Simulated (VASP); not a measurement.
Input of a VASP 6.6.1 run:

POSCAR

```
AlN
1.0
    0.0000000000      1.9708972105      2.1679869315
    1.9708972105      0.0000000000      2.1679869315
    1.9708972105      1.9708972105      0.0000000000
Al N
1 1
Direct
    0.5000000000      0.5000000000      0.5000000000
    0.0000000000      0.0000000000      0.0000000000
```

INCAR.step1

```
SYSTEM = AlN
PREC = Accurate
ENCUT = 520
ISMEAR = 0
SIGMA = 0.05
LREAL = .False.
LASPH = .True.
NELM = 80
NBANDS = 11
GGA = PE
ALGO = Normal
EDIFF = 1E-4
LWAVE = .True.
LCHARG = .False.
```

The input INCAR.step2:

```
SYSTEM = AlN
PREC = Accurate
ENCUT = 520
EDIFF = 1E-7
ISMEAR = 0
SIGMA = 0.05
LREAL = .False.
LASPH = .True.
NELM = 80
ALGO = Normal
ISIF = 2
LWAVE = .False.
LCHARG = .False.
METAGGA = R2SCAN
LMIXTAU = .True.
NBANDS = 11
ISTART = 1
```

KPOINTS

```
Automatic mesh
0
Gamma
  10 10 10
  0 0 0
```

Potentials or basis: VASP PAW PBE potentials, release 64 (Al, N).

The run is started by

```sh
$ cat potpaw_PBE.64/Al/POTCAR potpaw_PBE.64/N/POTCAR > POTCAR
$ cp INCAR.step1 INCAR
$ mpirun -np 1 vasp_std > vasp.out
$ cp INCAR.step2 INCAR
$ mpirun -np 1 vasp_std > vasp.out
```

Problem. Estimate the band gap on the k mesh.

Solution. 4.75 eV (least direct gap 5.70 eV).

Problem. What does it give for the pressure?

Solution. -2.7 GPa.

Stress tensor (GPa, compression positive):
```
  4.29   0.00   0.00
  0.00   4.29   0.00
  0.00   0.00 -16.70
```

Caveat: the PAW data sets were made with another functional, which shifts forces and pressure a little. A k mesh can miss the band edges.
